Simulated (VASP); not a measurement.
Set up this calculation in VASP 6.6.1, as the native input.

| Item | Value |
| --- | --- |
| Task | single point |
| Functional | PBE |
| Potentials or basis | VASP PAW PBE potentials, release 64 (Mn_pv, O) |
| Cutoff | 520 eV |
| k mesh | 9 × 9 × 5 |
| Occupations | fermi-dirac, width 0.05 eV |
| Spin | collinear spin, ferrimagnetic start |
| Starting moments | [-4.2, 3.61, 0.0, 0.0] μB |
| Dipole correction | no |
| Further INCAR settings | ALGO = Normal; EDIFF = 1e-06; NBANDS = 31 |

The structure of MnO lies in POSCAR:

```
MnO
1.0
    3.3717000000      0.0000000000      0.0000000000
   -1.6858500000      2.9199778539      0.0000000000
    0.0000000000      0.0000000000      5.3855000000
Mn O
2 2
Direct
    0.6666666667      0.3333333333      0.5109600000
    0.3333333333      0.6666666667      0.0109600000
    0.6666666667      0.3333333333      0.8754700000
    0.3333333333      0.6666666667      0.3754700000
```

The input as run:

INCAR

```
SYSTEM = MnO
PREC = Accurate
ENCUT = 520
EDIFF = 1E-6
ISMEAR = -1
SIGMA = 0.05
LREAL = .False.
LASPH = .True.
NELM = 150
ALGO = Normal
ISIF = 2
LWAVE = .False.
LCHARG = .True.
ISPIN = 2
MAGMOM = -4.2 3.61 0 0
LORBIT = 11
LMAXMIX = 4
GGA = PE
LELF = .True.
LVHAR = .True.
NBANDS = 31
```

KPOINTS

```
Automatic mesh
0
Gamma
  9 9 5
  0 0 0
```

Potentials or basis: VASP PAW PBE potentials, release 64 (Mn_pv, O).

Command:

```bash
$ cat potpaw_PBE.64/Mn_pv/POTCAR potpaw_PBE.64/O/POTCAR > POTCAR
$ mpirun -np 1 vasp_std > vasp.out
```

It gave:

```json
{
 "Pressure": "0.0 GPa",
 "Largest force": "0.108 eV/Å",
 "Band gap on the k mesh": "zero (filled and empty bands overlap)",
 "Net moment": "0.00 μB per cell",
 "Site moments": "Mn -4.23, +4.23; O +0.08, -0.08 μB",
 "Valence electrons inside the program's atomic spheres": "Mn 11.44; O 5.00"
}
```

Caveat: semilocal functionals often make such compounds metallic where correlation or magnetic order opens a gap, which also shifts bond lengths.

It took 3.1 min on 1 thread of AMD EPYC 9R14 (Zen 4) (shared host), peak memory 0.24 GiB.
